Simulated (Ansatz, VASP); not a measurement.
**Two plane-wave programs on CdO**

```
Cd O
1.0
     0.00000    2.32923    2.32923
     2.32923    0.00000    2.32923
     2.32923    2.32923    0.00000
Cd O
1 1
Direct
  0.00000 0.00000 0.00000
  0.50000 0.50000 0.50000
```

Alike in both runs: task single point; functional r2SCAN; k mesh 8 × 8 × 8; occupations fermi-dirac, width 0.02 eV; no spin polarisation.

|  | VASP | Ansatz |
| --- | --- | --- |
| version | VASP 6.6.1 | Ansatz 0.2.0 |
| potentials or method | VASP PAW PBE potentials, release 64 (Cd_sv_GW, O) | plane waves, PAW |
| plane-wave cutoff (eV) | 770 | 500 |
| valence electrons in the cell | 26 | 26 |

|  | VASP | Ansatz | Ansatz less VASP |
| --- | --- | --- | --- |
| pressure (GPa) | 4.4 | 4.8 | +0.40 |

VASP's potentials were made for PBE, not for r2SCAN. The functional is the same, so the differences come from potentials, cutoffs and numerics.
